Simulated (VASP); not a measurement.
# Pt (I4/mmm) in VASP: notebook

Pt is run at these levels: PBE; tasks: single point.

All numbers are computed with VASP 6.6.1; they aren't measurements. Logs are shortened: lines on timing, memory, paths and dates and some standing lists are left out, and cuts for length are marked.

### Step 1. The cell of the first run

It takes space group I4/mmm (No. 139, tetragonal). The conventional cell has a = 3.422 Å, b = 3.422 Å, c = 3.168 Å, α = 90.00°, β = 90.00°, γ = 90.00°. Within 3.8 Å of Pt (site symmetry 4/mmm) lie 14 Pt at 2.89 to 3.42 Å.

### Step 2. Single point, PBE (strain +0.080 along x and y, +0.000 along z)

Input file INCAR:

```
SYSTEM = Pt
  PREC = Accurate
  ENCUT = 520
  EDIFF = 1E-7
  ISMEAR = 0
  SIGMA = 0.15
  LREAL = .FALSE.
  LASPH = .TRUE.
  NELM = 80
  ALGO = Fast
  ISIF = 2
  LWAVE = .FALSE.
  LCHARG = .TRUE.
  GGA = PE
  LELF = .TRUE.
  LVHAR = .TRUE.
  NBANDS = 11
```

Input file KPOINTS:

```
Automatic mesh
0
G
  22 22 22
  0 0 0
```

Input file POSCAR:

```
Pt
1.0
   -1.7109576000      1.7109576000      1.5842200000
    1.7109576000     -1.7109576000      1.5842200000
    1.7109576000      1.7109576000     -1.5842200000
Pt
1
Direct
    0.0000000000      0.0000000000      0.0000000000
```

Potentials or basis: VASP PAW PBE potentials, release 64 (Pt).

Launch:

```sh
> cat potpaw_PBE.64/Pt/POTCAR > POTCAR
> mpirun -np 1 vasp_std > vasp.out
```

OUTCAR:

```text
SYSTEM = Pt
   PREC = Accurate
   ENCUT = 520
   EDIFF = 1E-7
   ISMEAR = 0
   LREAL = .FALSE.
   LASPH = .TRUE.
   NELM = 80
   ISIF = 2
   GGA = PE

 ion  position               nearest neighbor table
   1  0.000  0.000  0.000-

  LATTYP: Found a body centered tetragonal cell.
 ALAT       =     3.4219152000
 C/A-ratio  =     0.9259259259

  Lattice vectors:

 A1 = (  -1.7109576000,   1.7109576000,   1.5842200000)
 A2 = (   1.7109576000,  -1.7109576000,   1.5842200000)
 A3 = (   1.7109576000,   1.7109576000,  -1.5842200000)

Analysis of symmetry for initial positions (statically):
=====================================================================
 Subroutine PRICEL returns:
 Original cell was already a primitive cell.

 Routine SETGRP: Setting up the symmetry group for a
 body centered tetragonal supercell.

 Subroutine GETGRP returns: Found 16 space group operations
 (whereof 16 operations were pure point group operations)
 out of a pool of 16 trial point group operations.

The static configuration has the point symmetry D_4h.

Analysis of symmetry for dynamics (positions and initial velocities):
=====================================================================
 Subroutine PRICEL returns:
 Original cell was already a primitive cell.

 Routine SETGRP: Setting up the symmetry group for a
 body centered tetragonal supercell.

 Subroutine GETGRP returns: Found 16 space group operations
 (whereof 16 operations were pure point group operations)
 out of a pool of 16 trial point group operations.

The dynamic configuration has the point symmetry D_4h.

 Subroutine INISYM returns: Found 16 space group operations
 (whereof 16 operations are pure point group operations),
 and found     1 'primitive' translations

----------------------------------------------------------------------------------------

                                     Primitive cell

  volume of cell :      18.5504

  direct lattice vectors                    reciprocal lattice vectors
    -1.710957600  1.710957600  1.584220000     0.000000000  0.292234010  0.315612731
     1.710957600 -1.710957600  1.584220000     0.292234010  0.000000000  0.315612731
     1.710957600  1.710957600 -1.584220000     0.292234010  0.292234010  0.000000000

  length of vectors
     2.892145367  2.892145367  2.892145367     0.430130343  0.430130343  0.413281300

  position of ions in fractional coordinates (direct lattice)
     0.000000000  0.000000000  0.000000000

  ion indices of the primitive-cell ions
   primitive index   ion index
                 1           1

----------------------------------------------------------------------------------------

 KPOINTS: Automatic mesh

Automatic generation of k-mesh.
 Grid dimensions read from file:
 generate k-points for:   22   22   22

 Generating k-lattice:

  Cartesian coordinates                     Fractional coordinates (reciprocal lattice)
     0.000000000  0.013283364  0.014346033     0.045454545  0.000000000  0.000000000
     0.013283364  0.000000000  0.014346033     0.000000000  0.045454545  0.000000000
     0.013283364  0.013283364  0.000000000     0.000000000  0.000000000  0.045454545

  Length of vectors
     0.019551379  0.019551379  0.018785514

  Shift w.r.t. Gamma in fractional coordinates (k-lattice)
     0.000000000  0.000000000  0.000000000

 Subroutine IBZKPT returns following result:
 ===========================================

 Found    834 irreducible k-points:

 Following reciprocal coordinates:
            Coordinates               Weight
  0.000000  0.000000  0.000000      1.000000
  0.045455  0.000000  0.000000      8.000000
  0.090909  0.000000  0.000000      8.000000
  0.136364  0.000000  0.000000      8.000000
  0.181818  0.000000  0.000000      8.000000
  0.227273  0.000000 -0.000000      8.000000
[... 16 lines left out ...]
  0.500000  0.045455  0.000000     16.000000
 -0.454545  0.045455  0.000000     16.000000
 [... further k-points ...]
   k-points           NKPTS =    834   k-points in BZ     NKDIM =    834   number of bands    NBANDS=     11
   number of dos      NEDOS =    301   number of ions     NIONS =      1
   total plane-waves  NPLWV =  13824
   dimension x,y,z NGX =    24 NGY =   24 NGZ =   24
   dimension x,y,z NGXF=    48 NGYF=   48 NGZF=   48
   ions per type =               1
   NGX,Y,Z   is equivalent  to a cutoff of  13.80, 13.80, 13.80 a.u.
   NGXF,Y,Z  is equivalent  to a cutoff of  27.59, 27.59, 27.59 a.u.
 SYSTEM =  Pt
   PREC   = accura    normal or accurate (medium, high low for compatibility)
   ISTART =      0    job   : 0-new  1-cont  2-samecut
   ICHARG =      2    charge: 1-file 2-atom 10-const
   ISPIN  =      1    spin polarized calculation?
   LNONCOLLINEAR =      F non collinear calculations
   LSORBIT =      F    spin-orbit coupling
   LASPH  =      T    aspherical Exc in radial PAW
   ENCUT  =  520.0 eV  38.22 Ry    6.18 a.u.   5.38  5.38  5.38*2*pi/ulx,y,z
   NELM   =     80;   NELMIN=  2; NELMDL= -5     # of ELM steps
   EDIFF  = 0.1E-06   stopping-criterion for ELM
   LREAL  =      F    real-space projection
   EDIFFG = 0.1E-05   stopping-criterion for IOM
   NSW    =      0    number of steps for IOM
   IBRION =     -1    ionic relax: 0-MD 1-quasi-New 2-CG
   NFREE  =      0    steps in history (QN), initial steepest desc. (CG)
   ISIF   =      2    stress and relaxation
   ISYM   =      2    0-nonsym 1-usesym 2-fastsym
   POTIM  = 0.5000    time-step for ionic-motion
   TEBEG  =    0.0;   TEEND  =   0.0 temperature during run
   PSTRESS=    0.0 pullay stress
   NELECT =      10.0000    total number of electrons
   NUPDOWN=      -1.0000    fix difference up-down
   EMIN   =  10.00;   EMAX   =-10.00  energy-range for DOS
   EFERMI =   0.00;   METHOD = LEGACY
   ISMEAR =     0;   SIGMA  =   0.15  broadening in eV -4-tet -1-fermi 0-gaus
   EFERMI_NEDOS =   21; number of points for ismear=-14 and -15
   IALGO  =     68    algorithm
   IMIX   =      4    mixing-type and parameters
     AMIX     =   0.40;   BMIX     =  1.00
     AMIX_MAG =   1.60;   BMIX_MAG =  1.00
  volume/ion in A,a.u.               =      18.55       125.18
  Fermi-wavevector in a.u.,A,eV,Ry     =   1.332366  2.517806 24.153047  1.775199
  Thomas-Fermi vector in A             =   2.461306
   LORBIT       =      0    0 simple, 1 ext, 2 COOP (PROOUT), +10 PAW based schemes
   GGA     = PE    functional components
   LHFCALC =     F    Hartree Fock is set to
   AEXX    =    0.0000 exact exchange contribution
   IVDW    =     0    specifies the selected vdW correction
   LEPSILON=     F    determine dielectric tensor
   LRPA    =     F    only Hartree local field effects (RPA)
 non-spin polarized calculation
 RMM-DIIS sequential band-by-band and
 Gauss-broadening in eV      SIGMA  =   0.15
  energy-cutoff  :      520.00
  volume of cell :       18.55
 maximum number of plane-waves:       518
 NGX is ok and might be reduce to    24
   NGX = 11   NGY = 11   NGZ = 11

 number of electron      10.0000000 magnetization

 number of electron       9.9999999 magnetization

 Free energy of the ion-electron system (eV)
  ---------------------------------------------------
  ext. energy  EPLUGINS =         0.00000000
  ---------------------------------------------------
  free energy    TOTEN  =        -5.77095802 eV

  energy without entropy =       -5.75390845  energy(sigma->0) =       -5.76243323

 E-fermi :   7.5945     XC(G=0): -12.2669

 val. band max:        7.5895796174   @ k =  -0.3636   0.4545   0.2727
 cond. band min:       7.5963621146   @ k =  -0.2273   0.3636   0.0455
 fundamental gap:      0.0067824972
 Fermi energy:         7.5944529418

 k-point     1 :       0.0000    0.0000    0.0000
  band No.  band energies     occupation
      1      -0.3703      2.00000
      2       4.5546      2.00000
      3       5.0770      2.00000
      4       5.0770      2.00000
      5       6.4227      2.00000
      6       7.0969      2.00000
      7      24.1388      0.00000
      8      24.1388      0.00000
      9      25.5881      0.00000
     10      31.2706      0.00000
     11      31.2706      0.00000

 k-point     2 :       0.0455    0.0000    0.0000
  band No.  band energies     occupation
      1      -0.2954      2.00000
      2       4.5704      2.00000
      3       5.0735      2.00000
      4       5.0866      2.00000
      5       6.4269      2.00000
      6       7.0696      2.00000
      7      24.1870      0.00000
      8      24.2390      0.00000
      9      25.5519      0.00000
     10      30.4412      0.00000
     11      31.0492      0.00000

 k-point     3 :       0.0909    0.0000    0.0000
  band No.  band energies     occupation
      1      -0.0739      2.00000
      2       4.5820      2.00000
      3       5.0592      2.00000
      4       5.1526      2.00000
      5       6.4420      2.00000
      6       6.9989      2.00000
      7      24.2933      0.00000
      8      24.5330      0.00000
      9      25.3617      0.00000
     10      29.3254      0.00000
     11      30.4143      0.00000

 k-point     4 :       0.1364    0.0000    0.0000
  band No.  band energies     occupation
      1       0.2830      2.00000
      2       4.5275      2.00000
      3       5.0278      2.00000
      4       5.3408      2.00000
      5       6.4749      2.00000
      6       6.9128      2.00000
      7      24.3210      0.00000
      8      24.7832      0.00000
      9      25.0003      0.00000
     10      28.4903      0.00000
     11      29.5414      0.00000

 k-point     5 :       0.1818    0.0000    0.0000
  band No.  band energies     occupation
      1       0.7520      2.00000
      2       4.4073      2.00000
      3       4.9855      2.00000
      4       5.6547      2.00000
      5       6.5324      2.00000
      6       6.8424      2.00000
      7      23.5815      0.00000
      8      24.1021      0.00000
      9      25.5993      0.00000
     10      27.9145      0.00000
     11      28.2600      0.00000
[... 211 lines left out ...]
 k-point    21 :       0.4091    0.0455    0.0000
  band No.  band energies     occupation
      1       2.4859      2.00000
      2       3.6775      2.00000
      3       6.5332      2.00000
      4       7.1841      1.99989
      5       7.5291      1.46245
      6       8.4683      0.00000
      7      13.9970      0.00000
      8      20.5846      0.00000
      9      21.8191      0.00000
     10      29.0493      0.00000
     11      29.6949      0.00000

 k-point    22 :       0.4545    0.0455   -0.0000
  band No.  band energies     occupation
      1       2.4809      2.00000
      2       3.6371      2.00000
      3       6.6246      2.00000
      4       7.2238      1.99952
      5       7.8938      0.00477
      6       8.9787      0.00000
      7      12.9728      0.00000
      8      20.3852      0.00000
      9      21.4524      0.00000
     10      29.2474      0.00000
     11      29.9156      0.00000

 k-point    23 :       0.5000    0.0455    0.0000
  band No.  band energies     occupation
      1       2.4815      2.00000
      2       3.6393      2.00000
      3       6.6747      2.00000
      4       7.1393      1.99998
      5       7.8913      0.00514
      6       8.9645      0.00000
      7      13.0261      0.00000
      8      20.3878      0.00000
      9      21.4455      0.00000
     10      29.2652      0.00000
     11      29.8962      0.00000

 k-point    24 :      -0.4545    0.0455    0.0000
  band No.  band energies     occupation
      1       2.4868      2.00000
      2       3.6835      2.00000
      3       6.6950      2.00000
      4       6.8962      2.00000
      5       7.5449      1.35936
      6       8.4709      0.00000
      7      14.1118      0.00000
      8      20.5933      0.00000
      9      21.7957      0.00000
     10      29.1011      0.00000
     11      29.6403      0.00000

 [... further k-points ...]

------------------------ aborting loop because EDIFF is reached ----------------------------------------

  FORCE on cell =-STRESS in cart. coord.  units (eV):
  Direction    XX          YY          ZZ          XY          YZ          ZX
  --------------------------------------------------------------------------------------
  -------------------------------------------------------------------------------------
  Total       -2.6947765     -2.6947765     -3.2329006      0.0000000     -0.0000000      0.0000000
  in kB     -232.7444608   -232.7444608   -279.2215611      0.0000000     -0.0000000      0.0000000
  external PRESSURE =    -248.2368276 kB  Pullay stress =       0.0000000 kB

 VOLUME and BASIS-vectors are now :
 -----------------------------------------------------------------------------
  energy-cutoff  :      520.00
  volume of cell :       18.55
      direct lattice vectors                 reciprocal lattice vectors
    -1.710957600  1.710957600  1.584220000     0.000000000  0.292234010  0.315612731
     1.710957600 -1.710957600  1.584220000     0.292234010  0.000000000  0.315612731
     1.710957600  1.710957600 -1.584220000     0.292234010  0.292234010  0.000000000

 POSITION                                       TOTAL-FORCE (eV/Angst)
 -----------------------------------------------------------------------------------
      0.00000      0.00000      0.00000         0.000000     -0.000000      0.000000
 -----------------------------------------------------------------------------------
    total drift:                               -0.000000      0.000000      0.000000

  FREE ENERGIE OF THE ION-ELECTRON SYSTEM (eV)
  ---------------------------------------------------
  free  energy   TOTEN  =        -5.7709580165 eV

  energy  without entropy=       -5.7539084508  energy(sigma->0) =       -5.76243323
```

It took 66 s on 1 thread of Intel Xeon Platinum 8559C (Emerald Rapids), shared host; peak memory 0.28 GiB.

What came out:

- Free energy: -5.7710 eV
- Pressure: -24.8 GPa
- Band gap on the k mesh: zero (band 5 reaches 8.32 eV, above the bottom of band 6 at 6.72 eV)

Caveat: the cell differs from its parent crystal (strain +0.080 along x and y, +0.000 along z); spin-orbit coupling is left out, which moves the levels of the heavy elements.

[end of part 1 of 2]
